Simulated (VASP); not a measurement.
Wanted: the native input for a VASP 6.6.1 run.

```yaml
Task: single point
Functional: PBEsol
Potentials_or_basis: VASP PAW PBE potentials, release 64 (Ga_d)
Cutoff: 520 eV
k_mesh: 16 × 16 × 14
Occupations: gaussian, width 0.1 eV
Spin: no spin polarisation
Dipole_correction: no
Further_INCAR_settings: ALGO = Fast; EDIFF = 1e-06; NBANDS = 20
```

The structure of Ga lies in POSCAR:

```
Ga
1.0
    1.3399402363     -3.8869091181      0.0000000000
    1.3399402363      3.8869091181      0.0000000000
    0.0000000000      0.0000000000      3.2362564164
Ga
2
Direct
    0.8664067822      0.1335932178      0.2500000000
    0.1335932178      0.8664067822      0.7500000000
```

This cell differs from its parent crystal: volume scaled by 0.94, then relaxed in part.

These files were run (other wordings do the same):

INCAR

```
SYSTEM = Ga
PREC = Accurate ; ENCUT = 520
EDIFF = 1E-6 ; ISMEAR = 0
SIGMA = 0.1 ; LREAL = .FALSE.
LASPH = .TRUE. ; NELM = 100
ALGO = Fast ; ISIF = 2
LWAVE = .FALSE. ; LCHARG = .FALSE.
GGA = PS ; NBANDS = 20
```

KPOINTS

```
Automatic mesh
0
G
  16 16 14
  0 0 0
```

Potentials or basis: VASP PAW PBE potentials, release 64 (Ga_d).

Launch:

```console
$ cat potpaw_PBE.64/Ga_d/POTCAR > POTCAR
$ mpirun -np 1 vasp_std > vasp.out
```

It gave:

The pressure is 4.6 GPa and the band gap on the k mesh is zero (band 13 reaches 10.80 eV, above the bottom of band 14 at 1.59 eV).

Caveat: the PAW data sets were made with another functional, which shifts forces and pressure a little.

It took 7.8 min on 1 thread of Intel Xeon 8259CL, on a shared host, peak memory 0.41 GiB.
